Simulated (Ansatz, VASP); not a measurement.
# Two plane-wave programs on SnO

File INCAR:

```
PREC = Accurate ; ENCUT = 520
EDIFF = 1E-6 ; ISMEAR = 0
SIGMA = 0.05 ; LREAL = False
LASPH = True ; NELM = 100
ALGO = Normal ; ISIF = 2
LWAVE = False ; LCHARG = False
GGA = PS ; NBANDS = 28
```

KPOINTS

```
regular mesh
0
Gamma
  8 6 8
```

File POSCAR:

```
SnO
1.0
    3.3156061815      0.0000000000      0.0000000000
    0.0000000000      5.7049851891      0.0000000000
    0.0000000000      0.0000000000      3.8941648049
Sn O
2 2
Direct
    0.0000000000      0.2337892808      0.5261742991
    0.5000000000      0.7662107192      0.0261742991
    0.0399874153      0.8621166421      0.7238267009
    0.5399874153      0.0914038257      0.2238267009
```

Input for Ansatz:

```yaml
crystal:
  lattice:
    - [3.3156061815, 0.0, 0.0]
    - [0.0, 5.7049851891, 0.0]
    - [0.0, 0.0, 3.8941648049]
  atoms:
    - { symbol: Sn, position: [0.0, 0.2337892808, 0.5261742991] }
    - { symbol: Sn, position: [0.5, 0.7662107192, 0.0261742991] }
    - { symbol: O, position: [0.0399874153, 0.8621166421, 0.7238267009] }
    - { symbol: O, position: [0.5399874153, 0.0914038257, 0.2238267009] }
basis:
  ecutwfc: 420
kpoints:
  mp_grid: { grid: [8, 6, 8] }
hamiltonian:
  xc: pbesol
scf:
  occupations: { method: gaussian, width: 0.05 }
output:
  forces: true
  stress: true
  eigenvalues: true
```

Change from the starting cell: all O atoms moved +0.188 Å, as atom 3 along Cartesian [1 -1 0].

Alike in both runs: task single point; functional PBEsol; k mesh 8 × 6 × 8; occupations gaussian, width 0.05 eV; no spin polarisation.

|  | VASP | Ansatz |
| --- | --- | --- |
| version | VASP 6.6.1 | Ansatz 0.2.0 |
| potentials or method | VASP PAW PBE potentials, release 64 (Sn_d, O), cutoff 520 eV | scalar-relativistic, plane waves, PAW |
| valence electrons in the cell | 40 | 40 |

|  | VASP | Ansatz | Ansatz less VASP |
| --- | --- | --- | --- |
| gap on the k mesh at the Fermi level (eV) | 1.15 | 1.16 | +0.009 |
| least direct gap on the mesh (eV) | 1.67 | 1.68 | +0.011 |
| pressure (GPa) | 1.9 | 1.7 | -0.22 |
| traceless stress, the component that is largest in VASP (GPa) | 3.77 | 3.67 | -0.105 |
| rms of the force components (eV/Å) | 0.933 | 0.913 | -0.0201 |

VASP's potentials were made for PBE, not for PBEsol. Atom by atom the forces differ by 0.038 eV/Å (rms over components).
